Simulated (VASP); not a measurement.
Wanted: the native input for a VASP 6.6.1 run.

```yaml
Task: single point
Functional: PBE
Potentials_or_basis: VASP PAW PBE potentials, release 64 (Li_sv, Re)
Cutoff: 520 eV
k_mesh: 7 × 7 × 7
Occupations: methfessel-paxton, width 0.1 eV
Spin: no spin polarisation
Dipole_correction: no
Further_INCAR_settings: ALGO = Normal; EDIFF = 1e-06; NBANDS = 20
```

The structure of LiRe3 lies in POSCAR:

```
LiRe3
1.0
    0.0000000000      3.1322118468      3.1322118468
    3.1322118468      0.0000000000      3.1322118468
    3.1322118468      3.1322118468      0.0000000000
Li Re
1 3
Direct
    0.0000000000      0.0000000000      0.0000000000
    0.7500000000      0.7500000000      0.7500000000
    0.2500000000      0.2500000000      0.2500000000
    0.5000000000      0.5000000000      0.5000000000
```

One way to write it, as run:

INCAR

```
SYSTEM = LiRe3
PREC = Accurate ; ENCUT = 520
EDIFF = 1E-6 ; ISMEAR = 1
SIGMA = 0.1 ; LREAL = .FALSE.
LASPH = .TRUE. ; NELM = 60
ALGO = Normal ; ISIF = 2
LWAVE = .FALSE. ; LCHARG = .FALSE.
GGA = PE ; NBANDS = 20
```

KPOINTS

```
regular mesh
0
G
  7 7 7
  0 0 0
```

Potentials or basis: VASP PAW PBE potentials, release 64 (Li_sv, Re).

Run with:

```console
$ cat potpaw_PBE.64/Li_sv/POTCAR potpaw_PBE.64/Re/POTCAR > POTCAR
$ mpirun -np 1 vasp_std > vasp.out
```

Results of the run:

```
Band gap on the k mesh : zero (band 12 reaches 7.35 eV, above the bottom of band 13 at 5.14 eV)
```

Caveat: spin-orbit coupling is left out, which moves the levels of the heavy elements.

Run time: 36 s on 1 thread of Intel(R) Xeon(R) Platinum 8488C (Sapphire Rapids), on a shared host, peak memory 0.2 GiB.
